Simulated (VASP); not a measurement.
# CdS in VASP: further runs

CdS is run at these levels: PBE; tasks: electric field gradients.

Program: VASP 6.6.1. These are calculated values, not measurements. Logs are shortened: lines on timing, memory, paths and dates and some standing lists are left out, and cuts for length are marked.

## Step 1: The cell of the first run

It takes space group I-4m2 (No. 119, tetragonal). Conventional cell: a = 4.054 Å, b = 4.054 Å, c = 5.820 Å, α = 90.00°, β = 90.00°, γ = 90.00°. Within 3.3 Å of Cd (site symmetry -4m2) lie 4 S at 2.49 Å. S (site symmetry -4m2) has 4 Cd at 2.49 Å within 3.3 Å.

## Step 2: Electric field gradients, PBE (x and y stretched by -1.5 %, z held)

Input file INCAR:

```
SYSTEM = CdS
PREC = Accurate
ENCUT = 520
EDIFF = 1E-8
ISMEAR = -1
SIGMA = 0.03
LREAL = .FALSE.
LASPH = .TRUE.
NELM = 60
ALGO = Normal
ISIF = 2
LWAVE = .FALSE.
LCHARG = .FALSE.
GGA = PE
LEFG = .TRUE.
NBANDS = 16
```

Input file KPOINTS:

```
Automatic mesh
0
G
  9 9 9
  0 0 0
```

Input file POSCAR:

```
CdS
1.0
    0.0000000000      2.8663500000      2.9100000000
    2.8663500000      0.0000000000      2.9100000000
    2.8663500000      2.8663500000      0.0000000000
Cd S
1 1
Direct
    0.0000000000      0.0000000000      0.0000000000
    0.7500000000      0.7500000000      0.7500000000
```

Potentials or basis: VASP PAW PBE potentials, release 64 (Cd, S).

Command:

```
> cat potpaw_PBE.64/Cd/POTCAR potpaw_PBE.64/S/POTCAR > POTCAR
> mpirun -np 1 vasp_std > vasp.out
```

OUTCAR:

```text
SYSTEM = CdS
   PREC = Accurate
   ENCUT = 520
   EDIFF = 1E-8
   ISMEAR = -1
   LREAL = .FALSE.
   LASPH = .TRUE.
   NELM = 60
   ISIF = 2
   GGA = PE

 ion  position               nearest neighbor table
   1  0.000  0.000  0.000-   2 2.49   2 2.49   2 2.49   2 2.49
   2  0.750  0.750  0.750-   1 2.49   1 2.49   1 2.49   1 2.49

  LATTYP: Found a body centered tetragonal cell.
 ALAT       =     4.0536310445
 C/A-ratio  =     1.4357498095

  Lattice vectors:

 A1 = (  -2.8663500000,   0.0000000000,   2.9100000000)
 A2 = (   2.8663500000,   0.0000000000,   2.9100000000)
 A3 = (   0.0000000000,   2.8663500000,  -2.9100000000)

Analysis of symmetry for initial positions (statically):
=====================================================================
 Subroutine PRICEL returns:
 Original cell was already a primitive cell.

 Routine SETGRP: Setting up the symmetry group for a
 body centered tetragonal supercell.

 Subroutine GETGRP returns: Found  8 space group operations
 (whereof  8 operations were pure point group operations)
 out of a pool of 16 trial point group operations.

The static configuration has the point symmetry D_2d.

Analysis of symmetry for dynamics (positions and initial velocities):
=====================================================================
 Subroutine PRICEL returns:
 Original cell was already a primitive cell.

 Routine SETGRP: Setting up the symmetry group for a
 body centered tetragonal supercell.

 Subroutine GETGRP returns: Found  8 space group operations
 (whereof  8 operations were pure point group operations)
 out of a pool of 16 trial point group operations.

The dynamic configuration has the point symmetry D_2d.

 Subroutine INISYM returns: Found  8 space group operations
 (whereof  8 operations are pure point group operations),
 and found     1 'primitive' translations

----------------------------------------------------------------------------------------

                                     Primitive cell

  volume of cell :      47.8169

  direct lattice vectors                    reciprocal lattice vectors
     0.000000000  2.866350000  2.910000000    -0.174437874  0.174437874  0.171821306
     2.866350000  0.000000000  2.910000000     0.174437874 -0.174437874  0.171821306
     2.866350000  2.866350000  0.000000000     0.174437874  0.174437874 -0.171821306

  length of vectors
     4.084612873  4.084612873  4.053631045     0.300632175  0.300632175  0.300632175

  position of ions in fractional coordinates (direct lattice)
     0.000000000  0.000000000  0.000000000
     0.750000000  0.750000000  0.750000000

  ion indices of the primitive-cell ions
   primitive index   ion index
                 1           1
                 2           2

----------------------------------------------------------------------------------------

 KPOINTS: Automatic mesh

Automatic generation of k-mesh.
 Grid dimensions read from file:
 generate k-points for:    9    9    9

 Generating k-lattice:

  Cartesian coordinates                     Fractional coordinates (reciprocal lattice)
    -0.019381986  0.019381986  0.019091256     0.111111111  0.000000000  0.000000000
     0.019381986 -0.019381986  0.019091256     0.000000000  0.111111111  0.000000000
     0.019381986  0.019381986 -0.019091256    -0.000000000 -0.000000000  0.111111111

  Length of vectors
     0.033403575  0.033403575  0.033403575

  Shift w.r.t. Gamma in fractional coordinates (k-lattice)
     0.000000000  0.000000000  0.000000000

 Subroutine IBZKPT returns following result:
 ===========================================

 Found     75 irreducible k-points:

 Following reciprocal coordinates:
            Coordinates               Weight
  0.000000  0.000000  0.000000      1.000000
  0.111111  0.000000  0.000000      8.000000
  0.222222  0.000000  0.000000      8.000000
  0.333333 -0.000000  0.000000      8.000000
  0.444444  0.000000  0.000000      8.000000
  0.111111  0.111111  0.000000      2.000000
[... 16 lines left out ...]
 -0.333333  0.333333  0.000000      4.000000
  0.444444  0.444444  0.000000      2.000000
 [... further k-points ...]
   k-points           NKPTS =     75   k-points in BZ     NKDIM =     75   number of bands    NBANDS=     16
   number of dos      NEDOS =    301   number of ions     NIONS =      2
   total plane-waves  NPLWV =  27000
   dimension x,y,z NGX =    30 NGY =   30 NGZ =   30
   dimension x,y,z NGXF=    60 NGYF=   60 NGZF=   60
   ions per type =               1   1
   NGX,Y,Z   is equivalent  to a cutoff of  12.21, 12.21, 12.30 a.u.
   NGXF,Y,Z  is equivalent  to a cutoff of  24.42, 24.42, 24.61 a.u.
 SYSTEM =  CdS
   PREC   = accura    normal or accurate (medium, high low for compatibility)
   ISTART =      0    job   : 0-new  1-cont  2-samecut
   ICHARG =      2    charge: 1-file 2-atom 10-const
   ISPIN  =      1    spin polarized calculation?
   LNONCOLLINEAR =      F non collinear calculations
   LSORBIT =      F    spin-orbit coupling
   LASPH  =      T    aspherical Exc in radial PAW
   ENCUT  =  520.0 eV  38.22 Ry    6.18 a.u.   7.59  7.59  7.54*2*pi/ulx,y,z
   NELM   =     60;   NELMIN=  2; NELMDL= -5     # of ELM steps
   EDIFF  = 0.1E-07   stopping-criterion for ELM
   LREAL  =      F    real-space projection
   EDIFFG = 0.1E-06   stopping-criterion for IOM
   NSW    =      0    number of steps for IOM
   IBRION =     -1    ionic relax: 0-MD 1-quasi-New 2-CG
   NFREE  =      0    steps in history (QN), initial steepest desc. (CG)
   ISIF   =      2    stress and relaxation
   ISYM   =      2    0-nonsym 1-usesym 2-fastsym
   POTIM  = 0.5000    time-step for ionic-motion
   TEBEG  =    0.0;   TEEND  =   0.0 temperature during run
   PSTRESS=    0.0 pullay stress
   NELECT =      18.0000    total number of electrons
   NUPDOWN=      -1.0000    fix difference up-down
   EMIN   =  10.00;   EMAX   =-10.00  energy-range for DOS
   EFERMI =   0.00;   METHOD = LEGACY
   ISMEAR =    -1;   SIGMA  =   0.03  broadening in eV -4-tet -1-fermi 0-gaus
   EFERMI_NEDOS =   21; number of points for ismear=-14 and -15
   IALGO  =     38    algorithm
   IMIX   =      4    mixing-type and parameters
     AMIX     =   0.40;   BMIX     =  1.00
     AMIX_MAG =   1.60;   BMIX_MAG =  1.00
  volume/ion in A,a.u.               =      23.91       161.34
  Fermi-wavevector in a.u.,A,eV,Ry     =   1.182057  2.233764 19.010869  1.397259
  Thomas-Fermi vector in A             =   2.318319
   LORBIT       =      0    0 simple, 1 ext, 2 COOP (PROOUT), +10 PAW based schemes
   GGA     = PE    functional components
   LHFCALC =     F    Hartree Fock is set to
   AEXX    =    0.0000 exact exchange contribution
   IVDW    =     0    specifies the selected vdW correction
   LEPSILON=     F    determine dielectric tensor
   LRPA    =     F    only Hartree local field effects (RPA)
 non-spin polarized calculation
  energy-cutoff  :      520.00
  volume of cell :       47.82
 maximum number of plane-waves:      1307
   NGX = 15   NGY = 15   NGZ = 15

 number of electron      18.0000008 magnetization

 Free energy of the ion-electron system (eV)
  ---------------------------------------------------
  ext. energy  EPLUGINS =         0.00000000
  ---------------------------------------------------
  free energy    TOTEN  =        -6.07016481 eV

  energy without entropy =       -6.07016481  energy(sigma->0) =       -6.07016481

 E-fermi :   2.2848     XC(G=0):  -9.3244

 val. band max:        1.6554082866   @ k =   0.0000   0.0000   0.0000
 cond. band min:       2.8689639413   @ k =   0.0000   0.0000   0.0000
 fundamental gap:      1.2135556548
 Fermi energy:         2.2848297587

 k-point     1 :       0.0000    0.0000    0.0000
  band No.  band energies     occupation
      1     -10.9647      2.00000
      2      -6.2384      2.00000
      3      -6.2285      2.00000
      4      -6.2285      2.00000
      5      -5.7034      2.00000
      6      -5.6960      2.00000
[... 8 lines left out ...]
     15      13.2787      0.00000
     16      13.2928      0.00000
[... 419 lines left out ...]
 k-point    24 :       0.4444    0.4444    0.0000
  band No.  band energies     occupation
      1     -10.3840      2.00000
      2      -5.9993      2.00000
      3      -5.8581      2.00000
      4      -5.8581      2.00000
      5      -5.6065      2.00000
      6      -5.3055      2.00000
[... 8 lines left out ...]
     15      14.0220      0.00000
     16      15.6539      0.00000

 [... further k-points ...]

------------------------ aborting loop because EDIFF is reached ----------------------------------------

  FORCE on cell =-STRESS in cart. coord.  units (eV):
  Direction    XX          YY          ZZ          XY          YZ          ZX
  --------------------------------------------------------------------------------------
  -------------------------------------------------------------------------------------
  Total        1.7839033      1.7839033      1.7216843      0.0000000      0.0000000      0.0000000
  in kB       59.7723697     59.7723697     57.6876289      0.0000000      0.0000000      0.0000000
  external PRESSURE =      59.0774561 kB  Pullay stress =       0.0000000 kB

 VOLUME and BASIS-vectors are now :
 -----------------------------------------------------------------------------
  energy-cutoff  :      520.00
  volume of cell :       47.82
      direct lattice vectors                 reciprocal lattice vectors
     0.000000000  2.866350000  2.910000000    -0.174437874  0.174437874  0.171821306
     2.866350000  0.000000000  2.910000000     0.174437874 -0.174437874  0.171821306
     2.866350000  2.866350000  0.000000000     0.174437874  0.174437874 -0.171821306

 POSITION                                       TOTAL-FORCE (eV/Angst)
 -----------------------------------------------------------------------------------
      0.00000      0.00000      0.00000        -0.000000     -0.000000     -0.000000
      4.29953      4.29953      4.36500         0.000000      0.000000      0.000000
 -----------------------------------------------------------------------------------
    total drift:                                0.000001      0.000001      0.000001

  FREE ENERGIE OF THE ION-ELECTRON SYSTEM (eV)
  ---------------------------------------------------
  free  energy   TOTEN  =        -6.0701648076 eV

  energy  without entropy=       -6.0701648076  energy(sigma->0) =       -6.07016481

 Electric field gradients (V/A^2)
---------------------------------------------------------------------
 ion       V_xx      V_yy      V_zz      V_xy      V_xz      V_yz
---------------------------------------------------------------------
   1       2.465     2.465    -4.930    -0.002    -0.002    -0.002
   2      -1.471    -1.471     2.941    -0.000    -0.000    -0.000
---------------------------------------------------------------------

 Electric field gradients after diagonalization (V/A^2)
 (convention: |V_zz| > |V_xx| > |V_yy|)
----------------------------------------------------------------------
 ion       V_xx      V_yy      V_zz     asymmetry (V_yy - V_xx)/ V_zz
----------------------------------------------------------------------
   1       2.468     2.463    -4.930       0.001
   2      -1.471    -1.470     2.941       0.000
----------------------------------------------------------------------

           NMR quadrupolar parameters

 Cq : quadrupolar parameter    Cq=e*Q*V_zz/h
 eta: asymmetry parameters     (V_yy - V_xx)/ V_zz
 Q  : nuclear electric quadrupole moment in mb (millibarn)
----------------------------------------------------------------------
 ion       Cq(MHz)       eta       Q (mb)
----------------------------------------------------------------------
   1      -0.012       0.001       1.000
   2       0.007       0.000       1.000
----------------------------------------------------------------------
```

Wall time 91 s (1 thread of Intel Xeon 6975P-C, shared host); peak memory 0.2 GiB.

What came out:

```yaml
Free_energy: -6.0702 eV
Pressure: 5.9 GPa
Band_gap_on_the_k_mesh: 1.21 eV, direct
```

Stress tensor (GPa, compression positive):
```
5.98 0.00 0.00
0.00 5.98 0.00
0.00 0.00 5.77
```

Electric field gradients, principal values (V/Å²):
| atom | least | middle | greatest (by size) |
| --- | --- | --- | --- |
| 1 Cd | 2.463 | 2.468 | -4.930 |
| 2 S | -1.470 | -1.471 | 2.941 |

Caveat: the cell differs from its parent crystal (x and y stretched by -1.5 %, z held); without QUAD_EFG the Cq values of the log hold for a quadrupole moment of 1 mb, not for the nuclei.

(Continued in part 2 of 3.)
